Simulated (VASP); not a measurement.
A run of VASP 6.6.1 is set up as follows.

Contents of INCAR:

```
SYSTEM = Zr3SiO
PREC = Accurate
ENCUT = 600
EDIFF = 1E-6
ISMEAR = 0
SIGMA = 0.1
LREAL = .FALSE.
LASPH = .TRUE.
NELM = 80
ALGO = Normal
ISIF = 3
LWAVE = .FALSE.
LCHARG = .FALSE.
GGA = PE
IBRION = 2
NSW = 90
EDIFFG = -0.04
```

File KPOINTS:

```
Automatic mesh
0
G
  4 4 4
  0 0 0
```

Contents of POSCAR:

```
Zr3SiO
1.0
    3.9302816100      0.0000000000      0.0000000000
    0.0000000000      3.9302816100      0.0000000000
    0.0000000000      0.0000000000      4.0408669800
Zr Si O
3 1 1
Direct
    0.0000000000      0.5000000000      0.0642205400
    0.5000000000      0.0000000000      0.0642205400
    0.0000000000      0.0000000000      0.5489717700
    0.0000000000      0.0000000000      0.1000427000
    0.5000000000      0.5000000000      0.5825414700
```

Potentials or basis: VASP PAW PBE potentials, release 64 (Zr_sv, Si, O).

Run with:

```bash
$ cat potpaw_PBE.64/Zr_sv/POTCAR potpaw_PBE.64/Si/POTCAR potpaw_PBE.64/O/POTCAR > POTCAR
$ mpirun -np 1 vasp_std > vasp.out
```

Q: Predict the band gap on the k mesh.

A: Zero (bands 23 and 24 overlap by 0.87 eV).

Q: Predict the space group after relaxing (to 0.1 Å).

A: P4mm (No. 99).

Q: What does it give for the relaxed volume?

A: 24.25 Å³/atom.

Stress tensor (GPa, compression positive):
```
-0.03  0.00  0.00
 0.00 -0.03  0.00
 0.00  0.00  0.11
```

Caveat: the k points lie up to 0.35 Å⁻¹ apart in the final cell, too coarse for converged energies and pressures of a metal; the volume moved by over 15 % at a fixed basis, so the end points are rough.
